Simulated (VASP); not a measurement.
Here is a VASP 6.6.1 calculation.

Contents of POSCAR:

```
BN
1.0
    2.4372905384      0.0000000000      0.0000000000
   -1.2186452692      2.1107555226      0.0000000000
    0.0000000000      0.0000000000      4.0340405255
B N
2 2
Direct
    0.6666666667      0.3333333333      0.9994541167
    0.3333333333      0.6666666667      0.4994541167
    0.6666666667      0.3333333333      0.6255458833
    0.3333333333      0.6666666667      0.1255458833
```

File INCAR.step1:

```
SYSTEM = BN
ALGO = Normal ; EDIFF = 1E-4
ENCUT = 600 ; GGA = PE
ISMEAR = 0 ; LASPH = .TRUE.
LCHARG = .FALSE. ; LREAL = .FALSE.
LWAVE = .TRUE. ; NELM = 100
PREC = Accurate ; SIGMA = 0.02
```

File INCAR.step2:

```
SYSTEM = BN
ALGO = Normal ; EDIFF = 1E-6
EDIFFG = -0.01 ; ENCUT = 600
IBRION = 2 ; ISIF = 4
ISMEAR = 0 ; ISTART = 1
LASPH = .TRUE. ; LCHARG = .FALSE.
LMIXTAU = .TRUE. ; LREAL = .FALSE.
LWAVE = .FALSE. ; METAGGA = R2SCAN
NELM = 100 ; NSW = 50
PREC = Accurate ; SIGMA = 0.02
```

Contents of KPOINTS:

```
k-points
0
G
  12 12 6
  0 0 0
```

Potentials or basis: VASP PAW PBE potentials, release 64 (B, N).

Run with:

```console
$ cat potpaw_PBE.64/B/POTCAR potpaw_PBE.64/N/POTCAR > POTCAR
$ cp INCAR.step1 INCAR
$ mpirun -np 1 vasp_std > vasp.out
$ cp INCAR.step2 INCAR
$ mpirun -np 1 vasp_std > vasp.out
```

Q: Estimate the band gap on the k mesh.

A: 5.43 eV, indirect (least direct gap 9.58 eV).

Stress tensor (GPa, compression positive):
```
64.68  0.00  0.00
 0.00 64.68  0.00
 0.00  0.00 64.97
```

Caveat: the PAW data sets were made with another functional, which shifts forces and pressure a little. A k mesh can miss the band edges.
